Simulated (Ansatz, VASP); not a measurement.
Fe in VASP and in Ansatz

The input INCAR:

```
SYSTEM = Fe
PREC     = Accurate       ! precision mode
ENCUT    = 520            ! plane-wave cutoff, eV
EDIFF    = 1E-7           ! SCF threshold, eV
ISMEAR   = -1             ! smearing method
SIGMA    = 0.1            ! smearing width, eV
LREAL    = .FALSE.        ! projectors in reciprocal space
LASPH    = .TRUE.         ! aspherical terms in the spheres
NELM     = 100            ! most SCF steps
ALGO     = Normal         ! electronic algorithm
ISIF     = 2              ! what is computed and relaxed
LWAVE    = .FALSE.        ! write WAVECAR
LCHARG   = .FALSE.        ! write CHGCAR
GGA      = PE             ! functional
NBANDS   = 15             ! bands
```

The input KPOINTS:

```
regular mesh
0
G
  13 13 13
  0 0 0
```

The input POSCAR:

```
Fe
1.0
    0.0000000000      2.4377993968      2.4377993968
    2.4377993968      0.0000000000      2.4377993968
    2.4377993968      2.4377993968      0.0000000000
Fe
2
Direct
    0.1250000000      0.1250000000      0.1250000000
    0.8750000000      0.8750000000      0.8750000000
```

Input for Ansatz:

```yaml
crystal:
  lattice:
    - [0.0, 2.4377993968, 2.4377993968]
    - [2.4377993968, 0.0, 2.4377993968]
    - [2.4377993968, 2.4377993968, 0.0]
  atoms:
    - { symbol: Fe, position: [0.125, 0.125, 0.125] }
    - { symbol: Fe, position: [0.875, 0.875, 0.875] }
hamiltonian:
  xc: pbe
  pseudopotentials:
    kind: paw
    azcp:
      Fe: "pseudopotentials/Fe.paw.azcp"
basis:
  ecutwfc: 420
  fft_grid_basis: typed
kpoints:
  mp_grid: { grid: [13, 13, 13], shift: [0, 0, 0] }
magnetization:
  spin_polarized: false
scf:
  occupations: { method: fermi_dirac, width: 0.1 }
  lower_state_search: "off"
output:
  stress: true
```

Alike in both runs: task single point; functional PBE; k mesh 13 × 13 × 13; occupations fermi-dirac, width 0.1 eV; no spin polarisation.

```csv
,VASP,Ansatz
version,VASP 6.6.1,Ansatz 0.2.0
potentials or method,"VASP PAW PBE potentials, release 64 (Fe), cutoff 520 eV","plane waves (420 eV) with PAW, scalar-relativistic"
valence electrons in the cell,16,32
```

Ansatz gave:

- pressure (GPa): 0.0

**Question.** Estimate VASP's values.

**Answer.** Pressure (GPa): -1.4.

VASP's potentials hold 16 valence electrons a cell and Ansatz's 32, so a difference there can come from the potentials and not from the codes.
